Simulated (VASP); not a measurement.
# BaLiMnF (P4/nmm) in VASP: notebook

BaLiMnF is run at these levels: PBE; tasks: single point, relaxation of cell and atoms.

All numbers are computed with VASP 6.6.1; they aren't measurements. Logs are shortened: lines on timing, memory, paths and dates and some standing lists are left out, and cuts for length are marked.

**1. The cell of the first run**

The structure is tetragonal, space group P4/nmm (No. 129). The conventional cell has a = 4.097 Å, b = 4.097 Å, c = 9.570 Å, α = 90.00°, β = 90.00°, γ = 90.00°. Within 3.5 Å of Ba (site symmetry 4mm) lie 4 F at 2.63 Å and 4 Li at 3.38 Å. Mn (site symmetry -4m2) has 4 Li at 2.47 Å and 4 Mn at 2.90 Å within 3.3 Å. Within 3.4 Å of Li (site symmetry 4mm) lie 4 Mn at 2.47 Å and 4 Ba at 3.38 Å. F (site symmetry -4m2) has 4 Ba at 2.63 Å and 4 F at 2.90 Å within 3.5 Å.

**2. Single point, PBE**

INCAR

```
PREC     = Accurate       # precision mode
ENCUT    = 750            # plane-wave cutoff, eV
EDIFF    = 1E-6           # SCF threshold, eV
ISMEAR   = -1             # smearing method
SIGMA    = 0.0391         # smearing width, eV
LREAL    = F              # projectors in reciprocal space
LASPH    = T              # aspherical terms in the spheres
NELM     = 120            # most SCF steps
ALGO     = Normal         # electronic algorithm
ISIF     = 2              # what is computed and relaxed
LWAVE    = F              # write WAVECAR
LCHARG   = T              # write CHGCAR
GGA      = PE             # functional
LELF     = T              # ELF
LVHAR    = T            
NBANDS   = 43             # bands
GGA_COMPAT= F
```

KPOINTS

```
regular mesh
0
Gamma
  4 4 2
```

POSCAR

```
BaLiMnF
1.0
    4.0973319764      0.0000000000      0.0000000000
    0.0000000000      4.0973319764      0.0000000000
    0.0000000000      0.0000000000      9.5700149791
Ba Mn Li F
2 2 2 2
Direct
    0.2500000000      0.2500000000      0.3268479812
    0.7500000000      0.7500000000      0.6731520188
    0.2500000000      0.7500000000      0.0000000000
    0.7500000000      0.2500000000      0.0000000000
    0.7500000000      0.7500000000      0.1442574857
    0.2500000000      0.2500000000      0.8557425143
    0.2500000000      0.7500000000      0.5000000000
    0.7500000000      0.2500000000      0.5000000000
```

Potentials or basis: VASP PAW PBE potentials, release 64 (Ba_sv, Mn_pv, Li_sv, F).

The run is started by

```bash
> cat potpaw_PBE.64/Ba_sv/POTCAR potpaw_PBE.64/Mn_pv/POTCAR potpaw_PBE.64/Li_sv/POTCAR potpaw_PBE.64/F/POTCAR > POTCAR
> mpirun -np 1 vasp_std > vasp.out
```

OUTCAR:

```text
PREC = Accurate
   ENCUT = 750
   EDIFF = 1E-6
   ISMEAR = -1
   LREAL = F
   LASPH = T
   NELM = 120
   ISIF = 2
   GGA = PE

 ion  position               nearest neighbor table
   1  0.250  0.250  0.327-   7 2.63   8 2.63   7 2.63   8 2.63   5 3.38   5 3.38   5 3.38   5 3.38
                             4 3.74   3 3.74   4 3.74   3 3.74   2 4.40   2 4.40   2 4.40   2 4.40
   2  0.750  0.750  0.673-   7 2.63   8 2.63   8 2.63   7 2.63   6 3.38   6 3.38   6 3.38   6 3.38
                             3 3.74   4 3.74   4 3.74   3 3.74   1 4.40   1 4.40   1 4.40   1 4.40
   3  0.250  0.750  0.000-   5 2.47   6 2.47   6 2.47   5 2.47   4 2.90   4 2.90   4 2.90   4 2.90
                             2 3.74   1 3.74   2 3.74   1 3.74
   4  0.750  0.250  0.000-   5 2.47   6 2.47   5 2.47   6 2.47   3 2.90   3 2.90   3 2.90   3 2.90
                             1 3.74   2 3.74   2 3.74   1 3.74
   5  0.750  0.750  0.144-   3 2.47   4 2.47   4 2.47   3 2.47   1 3.38   1 3.38   1 3.38   1 3.38

   6  0.250  0.250  0.856-   3 2.47   4 2.47   3 2.47   4 2.47   2 3.38   2 3.38   2 3.38   2 3.38

   7  0.250  0.750  0.500-   1 2.63   2 2.63   1 2.63   2 2.63
   8  0.750  0.250  0.500-   1 2.63   2 2.63   2 2.63   1 2.63

  LATTYP: Found a simple tetragonal cell.
 ALAT       =     4.0973319764
 C/A-ratio  =     2.3356699028

  Lattice vectors:

 A1 = (   4.0973319764,   0.0000000000,   0.0000000000)
 A2 = (   0.0000000000,   4.0973319764,   0.0000000000)
 A3 = (   0.0000000000,   0.0000000000,   9.5700149791)

Analysis of symmetry for initial positions (statically):
=====================================================================
 Subroutine PRICEL returns:
 Original cell was already a primitive cell.

 Routine SETGRP: Setting up the symmetry group for a
 simple tetragonal supercell.

 Subroutine GETGRP returns: Found 16 space group operations
 (whereof  4 operations were pure point group operations)
 out of a pool of 16 trial point group operations.

The static configuration has the point symmetry C_2h.
 The point group associated with its full space group is D_4h.

Analysis of symmetry for dynamics (positions and initial velocities):
=====================================================================
 Subroutine PRICEL returns:
 Original cell was already a primitive cell.

 Routine SETGRP: Setting up the symmetry group for a
 simple tetragonal supercell.

[... 107 lines left out ...]
   NSW    =      0    number of steps for IOM
   IBRION =     -1    ionic relax: 0-MD 1-quasi-New 2-CG
   NFREE  =      0    steps in history (QN), initial steepest desc. (CG)
   ISIF   =      2    stress and relaxation
   ISYM   =      2    0-nonsym 1-usesym 2-fastsym
   POTIM  = 0.5000    time-step for ionic-motion
   TEBEG  =    0.0;   TEEND  =   0.0 temperature during run
   PSTRESS=    0.0 pullay stress
   NELECT =      66.0000    total number of electrons
   NUPDOWN=      -1.0000    fix difference up-down
   EMIN   =  10.00;   EMAX   =-10.00  energy-range for DOS
   EFERMI =   0.00;   METHOD = LEGACY
   ISMEAR =    -1;   SIGMA  =   0.04  broadening in eV -4-tet -1-fermi 0-gaus
   EFERMI_NEDOS =   21; number of points for ismear=-14 and -15
   IALGO  =     38    algorithm
   IMIX   =      4    mixing-type and parameters
     AMIX     =   0.40;   BMIX     =  1.00
     AMIX_MAG =   1.60;   BMIX_MAG =  1.00
  volume/ion in A,a.u.               =      20.08       135.53
  Fermi-wavevector in a.u.,A,eV,Ry     =   1.216983  2.299764 20.150875  1.481048
  Thomas-Fermi vector in A             =   2.352319
   LORBIT       =      0    0 simple, 1 ext, 2 COOP (PROOUT), +10 PAW based schemes
   GGA     = PE    functional components
   LHFCALC =     F    Hartree Fock is set to
   AEXX    =    0.0000 exact exchange contribution
   IVDW    =     0    specifies the selected vdW correction
   LEPSILON=     F    determine dielectric tensor
   LRPA    =     F    only Hartree local field effects (RPA)
 non-spin polarized calculation
  energy-cutoff  :      750.00
  volume of cell :      160.66
 maximum number of plane-waves:      7514
 NGX is ok and might be reduce to    40
   NGX = 19   NGY = 19   NGZ = 43

 number of electron      65.9999992 magnetization

 Free energy of the ion-electron system (eV)
  ---------------------------------------------------
  ext. energy  EPLUGINS =         0.00000000
  ---------------------------------------------------
  free energy    TOTEN  =       -34.83597069 eV

  energy without entropy =      -34.78187208  energy(sigma->0) =      -34.80892139

 E-fermi :   3.4713     XC(G=0):  -9.2847

 val. band max:        3.4572929802   @ k =   0.5000   0.2500   0.0000
 cond. band min:       3.4998242103   @ k =   0.5000   0.0000   0.0000
 fundamental gap:      0.0425312302
 Fermi energy:         3.4712808789

 k-point     1 :       0.0000    0.0000    0.0000
  band No.  band energies     occupation
      1     -44.1235      2.00000
      2     -44.1235      2.00000
      3     -44.0509      2.00000
      4     -44.0509      2.00000
      5     -43.9029      2.00000
      6     -43.8843      2.00000
[... 541 lines left out ...]
     42       5.4026      0.00000
     43       9.0114      0.00000

------------------------ aborting loop because EDIFF is reached ----------------------------------------

  FORCE on cell =-STRESS in cart. coord.  units (eV):
  Direction    XX          YY          ZZ          XY          YZ          ZX
  --------------------------------------------------------------------------------------
  -------------------------------------------------------------------------------------
  Total        0.5515162      0.5515162      0.7382295      0.0000000      0.0000000      0.0000000
  in kB        5.4998893      5.4998893      7.3618516      0.0000000      0.0000000      0.0000000
  external PRESSURE =       6.1205434 kB  Pullay stress =       0.0000000 kB

 VOLUME and BASIS-vectors are now :
 -----------------------------------------------------------------------------
  energy-cutoff  :      750.00
  volume of cell :      160.66
      direct lattice vectors                 reciprocal lattice vectors
     4.097331976  0.000000000  0.000000000     0.244061259  0.000000000  0.000000000
     0.000000000  4.097331976  0.000000000     0.000000000  0.244061259  0.000000000
     0.000000000  0.000000000  9.570014979     0.000000000  0.000000000  0.104493044

 POSITION                                       TOTAL-FORCE (eV/Angst)
 -----------------------------------------------------------------------------------
      1.02433      1.02433      3.12794        -0.000000      0.000000     -0.133931
      3.07300      3.07300      6.44207        -0.000000      0.000000      0.133931
      1.02433      3.07300      0.00000        -0.000000      0.000000      0.000000
      3.07300      1.02433      0.00000         0.000000      0.000000      0.000000
      3.07300      3.07300      1.38055        -0.000000     -0.000000     -0.011740
      1.02433      1.02433      8.18947         0.000000      0.000000      0.011740
      1.02433      3.07300      4.78501        -0.000000      0.000000      0.000000
      3.07300      1.02433      4.78501         0.000000     -0.000000      0.000000
 -----------------------------------------------------------------------------------
    total drift:                                0.000000      0.000000      0.000000

  FREE ENERGIE OF THE ION-ELECTRON SYSTEM (eV)
  ---------------------------------------------------
  free  energy   TOTEN  =       -34.8359706930 eV

  energy  without entropy=      -34.7818720808  energy(sigma->0) =      -34.80892139
```

OSZICAR:

```text
N       E                     dE             d eps       ncg     rms          rms(c)
DAV:   1     0.841393083618E+03    0.84139E+03   -0.40274E+04  1040   0.204E+03
DAV:   2     0.597358065794E+02   -0.78166E+03   -0.74462E+03  1141   0.506E+02
DAV:   3    -0.320289074083E+02   -0.91765E+02   -0.88199E+02  1390   0.163E+02
DAV:   4    -0.407913556434E+02   -0.87624E+01   -0.85921E+01  1578   0.369E+01
DAV:   5    -0.411172005928E+02   -0.32584E+00   -0.32548E+00  1461   0.719E+00    0.243E+01
DAV:   6    -0.663788087007E+02   -0.25262E+02   -0.18678E+02  1101   0.715E+01    0.710E+01
DAV:   7    -0.359324242663E+02    0.30446E+02   -0.73768E+01  1171   0.465E+01    0.101E+01
DAV:   8    -0.351167103112E+02    0.81571E+00   -0.76687E+00  1301   0.116E+01    0.631E+00
DAV:   9    -0.348864442894E+02    0.23027E+00   -0.11309E+00  1298   0.523E+00    0.310E+00
DAV:  10    -0.348478350995E+02    0.38609E-01   -0.16423E-01  1359   0.198E+00    0.160E+00
DAV:  11    -0.348387572817E+02    0.90778E-02   -0.35419E-02  1469   0.885E-01    0.775E-01
DAV:  12    -0.348368674771E+02    0.18898E-02   -0.69481E-03  1373   0.421E-01    0.382E-01
DAV:  13    -0.348361005136E+02    0.76696E-03   -0.31899E-03  1263   0.236E-01    0.139E-01
DAV:  14    -0.348359625854E+02    0.13793E-03   -0.13990E-03  1533   0.150E-01    0.201E-02
DAV:  15    -0.348359735793E+02   -0.10994E-04   -0.97409E-05  1485   0.377E-02    0.161E-02
DAV:  16    -0.348359708979E+02    0.26814E-05   -0.12638E-05  1304   0.183E-02    0.572E-03
DAV:  17    -0.348359706930E+02    0.20496E-06   -0.16294E-06   767   0.750E-03
   1 F= -.34835971E+02 E0= -.34808921E+02  d E =-.540986E-01
```

stdout:

```text
POSCAR found type information on POSCAR BaMnLiF
 POSCAR found :  4 types and       8 ions
 scaLAPACK will be used
 LDA part: xc-table for (Slater+PW92), standard interpolation
 POSCAR, INCAR and KPOINTS ok, starting setup
 FFT: planning ... GRIDC
 FFT: planning ... GRID_SOFT
 FFT: planning ... GRID
 WAVECAR not read
 entering main loop
```

Wall time 5.8 min (1 thread of Intel Xeon 8259CL, shared host); peak memory 0.46 GiB.

Results:

```
Free energy            : -34.8360 eV
Pressure               : 0.6 GPa
Largest force          : 0.134 eV/Å
Band gap on the k mesh : zero (bands 33 and 34 overlap by 0.57 eV)
```

Forces in eV/Å, atoms in the order of the input:
```
Ba   0.000  0.000 -0.134
Ba   0.000  0.000  0.134
Mn   0.000  0.000  0.000
Mn   0.000  0.000  0.000
Li   0.000  0.000 -0.012
Li   0.000  0.000  0.012
F    0.000  0.000  0.000
F    0.000  0.000  0.000
```

Levels at points of the mesh, in eV from the Fermi level:
```
           k point  band 31  band 32  band 33  band 34  band 35  band 36
(0.00, 0.00, 0.00)    -0.89    -0.14     0.32     0.32     0.45     0.68
(0.50, 0.00, 0.00)    -0.61    -0.61    -0.25    -0.25     0.03     0.03
(0.50, 0.50, 0.00)    -0.13    -0.13    -0.06    -0.06     0.50     0.50
(0.00, 0.00, 0.50)    -0.88    -0.05     0.32     0.32     0.64     0.68
(0.50, 0.00, 0.50)    -0.61    -0.61    -0.25    -0.25     0.03     0.03
(0.50, 0.50, 0.50)    -0.17    -0.17    -0.07    -0.07     0.50     0.50
```

Caveat: the k points lie up to 0.38 Å⁻¹ apart, too coarse for converged energies and pressures of a metal; spin-orbit coupling is left out, which moves the levels of the heavy elements; the run has no spin polarisation, though such a crystal can be magnetic. Spin polarisation is off, so any magnetic state and its effect on volume and gap are missing.

**3. Relaxation of cell and atoms, PBE**

This run uses another cell than the first one, of 20.34 Å³/atom.

INCAR

```
SYSTEM = BaLiMnF
ALGO = Normal ; EDIFF = 1E-7
EDIFFG = -0.01 ; ENCUT = 750
GGA = PE ; GGA_COMPAT = .False.
IBRION = 2 ; ISIF = 3
ISMEAR = -1 ; LASPH = .True.
LCHARG = .False. ; LREAL = .False.
LWAVE = .False. ; NELM = 120
NELMIN = 4 ; NSW = 60
PREC = Accurate ; SIGMA = 0.0391
```

KPOINTS

```
k-points
0
Gamma
  4 4 2
  0 0 0
```

POSCAR

```
BaLiMnF
1.0
    4.1516350000      0.0000000000      0.0000000000
    0.0000000000      4.1516350000      0.0000000000
    0.0000000000      0.0000000000      9.4411560000
Ba Mn Li F
2 2 2 2
Direct
    0.2500000000      0.2500000000      0.3334300000
    0.7500000000      0.7500000000      0.6665700000
    0.2500000000      0.7500000000      0.0000000000
    0.7500000000      0.2500000000      0.0000000000
    0.7500000000      0.7500000000      0.1444000000
    0.2500000000      0.2500000000      0.8556000000
    0.2500000000      0.7500000000      0.5000000000
    0.7500000000      0.2500000000      0.5000000000
```

Potentials or basis: VASP PAW PBE potentials, release 64 (Ba_sv, Mn_pv, Li_sv, F).

The run is started by

```bash
> cat potpaw_PBE.64/Ba_sv/POTCAR potpaw_PBE.64/Mn_pv/POTCAR potpaw_PBE.64/Li_sv/POTCAR potpaw_PBE.64/F/POTCAR > POTCAR
> mpirun -np 1 vasp_std > vasp.out
```

It took 36 min on 1 thread of Intel Xeon 8259CL, shared host; peak memory 0.48 GiB.

The run converged. Its results:

* Free energy: -34.8426 eV
* Relaxed volume: 20.32 Å³/atom
* Relaxed cell: a = 4.115 Å, b = 4.115 Å, c = 9.598 Å, α = 90.00°, β = 90.00°, γ = 90.00°
* Space group after relaxing (to 0.1 Å): P4/nmm (No. 129)
* Energy gained by relaxing: 7.8 meV/atom
* Ionic steps: 12
* Pressure after relaxing: 0.0 GPa
* Largest force after relaxing: 0.007 eV/Å
* Band gap on the k mesh: zero (bands 33 and 34 overlap by 0.56 eV)

Forces on the atoms (eV/Å):
```
Ba   0.000  0.000 -0.007
Ba   0.000  0.000  0.007
Mn   0.000  0.000  0.000
Mn   0.000  0.000  0.000
Li   0.000  0.000  0.006
Li   0.000  0.000 -0.006
F    0.000  0.000  0.000
F    0.000  0.000  0.000
```

Step by step:
```
step  energy change (eV)  largest force (eV/Å)  pressure (GPa)  volume (Å³)
   1              0.0000                0.7264            0.91       162.73
   2             -0.0440                0.2788           -0.37       165.46
   3             -0.0465                0.1527           -0.71       166.28
   4             -0.0576                0.0725           -0.37       164.46
   5             -0.0616                0.0156            0.00       162.65
   6             -0.0616                0.0148            0.00       162.58
   7             -0.0616                0.0217            0.04       162.43
   8             -0.0617                0.0222            0.04       162.47
   9             -0.0620                0.0241            0.01       162.57
  10             -0.0617                0.0287           -0.05       162.76
  11             -0.0620                0.0254           -0.02       162.63
  12             -0.0620                0.0066            0.05       162.54
```

Final structure:
```cif
data_structure
_symmetry_space_group_name_H-M 'P 1'
_symmetry_Int_Tables_number 1
_cell_length_a 4.1151
_cell_length_b 4.1151
_cell_length_c 9.5982
_cell_angle_alpha 90.000
_cell_angle_beta 90.000
_cell_angle_gamma 90.000
_cell_volume 162.54
loop_
_atom_site_label
_atom_site_type_symbol
_atom_site_fract_x
_atom_site_fract_y
_atom_site_fract_z
_atom_site_occupancy
Ba1 Ba 0.25000 0.25000 0.32604 1
Ba2 Ba 0.75000 0.75000 0.67396 1
Mn1 Mn 0.25000 0.75000 0.00000 1
Mn2 Mn 0.75000 0.25000 0.00000 1
Li1 Li 0.75000 0.75000 0.14280 1
Li2 Li 0.25000 0.25000 0.85720 1
F1 F 0.25000 0.75000 0.50000 1
F2 F 0.75000 0.25000 0.50000 1
```

Levels at points of the mesh, in eV from the Fermi level:
| k point | band 30 | band 31 | band 32 | band 33 | band 34 | band 35 | band 36 | band 37 |
| --- | --- | --- | --- | --- | --- | --- | --- | --- |
| (0.00, 0.00, 0.00) | -0.87 | -0.87 | -0.13 | 0.31 | 0.31 | 0.48 | 0.67 | 1.17 |
| (0.50, 0.00, 0.00) | -0.63 | -0.60 | -0.60 | -0.24 | -0.24 | 0.03 | 0.03 | 0.94 |
| (0.50, 0.50, 0.00) | -0.54 | -0.12 | -0.12 | -0.07 | -0.07 | 0.49 | 0.49 | 0.59 |
| (0.00, 0.00, 0.50) | -0.87 | -0.87 | -0.04 | 0.31 | 0.31 | 0.67 | 0.67 | 1.17 |
| (0.50, 0.00, 0.50) | -0.66 | -0.60 | -0.60 | -0.25 | -0.25 | 0.03 | 0.03 | 1.03 |
| (0.50, 0.50, 0.50) | -0.52 | -0.16 | -0.16 | -0.07 | -0.07 | 0.49 | 0.49 | 0.60 |

Caveat: the k points lie up to 0.38 Å⁻¹ apart in the final cell, too coarse for converged energies and pressures of a metal; spin-orbit coupling is left out, which moves the levels of the heavy elements; the run has no spin polarisation, though such a crystal can be magnetic.
